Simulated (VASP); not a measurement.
Here is a VASP 6.6.1 calculation.

The input INCAR:

```
SYSTEM = MgO
PREC = Accurate
ENCUT = 600
EDIFF = 1E-6
ISMEAR = -1
SIGMA = 0.1
LREAL = .FALSE.
LASPH = .TRUE.
NELM = 120
ALGO = Normal
ISIF = 2
LWAVE = .FALSE.
LCHARG = .TRUE.
GGA = PE
LELF = .TRUE.
LVHAR = .TRUE.
NBANDS = 11
GGA_COMPAT = .FALSE.
```

File KPOINTS:

```
Automatic mesh
0
G
  8 8 8
  0 0 0
```

POSCAR

```
MgO
1.0
    0.0000000000      2.1205000000      2.1205000000
    2.1205000000      0.0000000000      2.1205000000
    2.1205000000      2.1205000000      0.0000000000
Mg O
1 1
Direct
    0.0000000000      0.0000000000      0.0000000000
    0.5000000000      0.5000000000      0.5000000000
```

Potentials or basis: VASP PAW PBE potentials, release 64 (Mg, O).

Command:

```console
$ cat potpaw_PBE.64/Mg/POTCAR potpaw_PBE.64/O/POTCAR > POTCAR
$ mpirun -np 1 vasp_std > vasp.out
```

Task: Predict the pressure.

Result: 0.4 GPa.

Task: Estimate the band gap on the k mesh.

Result: 4.53 eV, direct.

**Experimental background.**

From “Electronic structure of alkaline earth and post-transition metal oxides”, 2009, arxiv:0908.1581, for a bulk crystal of MgO: band gap 7.83 eV.

A measured gap of MgO is 7.83 eV (quoted in “Electronic structure of alkaline earth and post-transition metal oxides”, 2009, arxiv:0908.1581); the calculated 4.53 eV misses it by -3.30 eV. The value is that of PBE, without temperature or zero-point motion. Semilocal functionals fall short of measured gaps as a rule.
